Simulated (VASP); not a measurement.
Set up this calculation in VASP 6.6.1, as the native input.

```yaml
Task: single point
Functional: LDA
Potentials_or_basis: VASP PAW LDA potentials, release 64 (Ru_pv)
Cutoff: 520 eV
k_mesh: 18 × 18 × 10
Occupations: fermi-dirac, width 0.08 eV
Spin: no spin polarisation
Dipole_correction: no
Further_INCAR_settings: ALGO = Normal; EDIFF = 1e-06; NBANDS = 21
```

The structure of Ru lies in POSCAR:

```
Ru
1.0
    2.4327897047      0.0000000000      0.0000000000
   -1.2163948524      2.1068576864      0.0000000000
    0.0000000000      0.0000000000      3.8815207648
Ru
2
Direct
    0.3333333333      0.6666666667      0.2500000000
    0.6666666667      0.3333333333      0.7500000000
```

The input as run:

INCAR

```
SYSTEM = Ru
  PREC = Accurate
  ENCUT = 520
  EDIFF = 1E-6
  ISMEAR = -1
  SIGMA = 0.08
  LREAL = .FALSE.
  LASPH = .TRUE.
  NELM = 80
  ALGO = Normal
  ISIF = 2
  LWAVE = .FALSE.
  LCHARG = .FALSE.
  GGA = CA
  NBANDS = 21
```

KPOINTS

```
regular mesh
0
G
  18 18 10
  0 0 0
```

Potentials or basis: VASP PAW LDA potentials, release 64 (Ru_pv).

The run is started by

```bash
$ cat potpaw_LDA.64/Ru_pv/POTCAR > POTCAR
$ mpirun -np 1 vasp_std > vasp.out
```

Results of the run:

The pressure is 194.3 GPa. The band gap on the k mesh is zero (bands 14 and 15 overlap by 5.12 eV).

Caveat: the cell stands under pressure.

Run time: 86 s on 1 thread of Intel Xeon 8259CL, on a shared host, peak memory 0.18 GiB.
